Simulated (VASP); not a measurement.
## Al: single point with b88 exchange, pbe correlation

Al:

```
Al
1.0
     0.00000    2.05145    2.05145
     2.05145    0.00000    2.05145
     2.05145    2.05145    0.00000
Al
1
Direct
  0.00000 0.00000 0.00000
```

```json
{"Program": "VASP 6.6.1", "Task": "single point", "Functional": "b88 exchange, pbe correlation", "Potentials or basis": "VASP PAW PBE potentials, release 64 (Al)", "Cutoff": "500 eV", "k mesh": "11 × 11 × 11", "Occupations": "fermi-dirac, width 0.05 eV", "Spin": "no spin polarisation"}
```

```json
{
 "Pressure": "-2.7 GPa",
 "Band gap on the k mesh": "zero (an odd number of electrons rules out a gap without spin polarisation)"
}
```

Levels at points of the mesh, in eV from the Fermi level:
| k point | band 1 | band 2 | band 3 | band 4 | band 5 | band 6 |
| --- | --- | --- | --- | --- | --- | --- |
| (0.00, 0.00, 0.00) | -10.84 | 12.32 | 12.32 | 12.32 | 13.50 | 13.50 |

Run time: 5 s on 1 thread of AMD EPYC 7R13 Processor (Zen 3) (shared host), peak memory 0.1 GiB.

Caveat: the PAW data sets were made with another functional, which shifts forces and pressure a little.
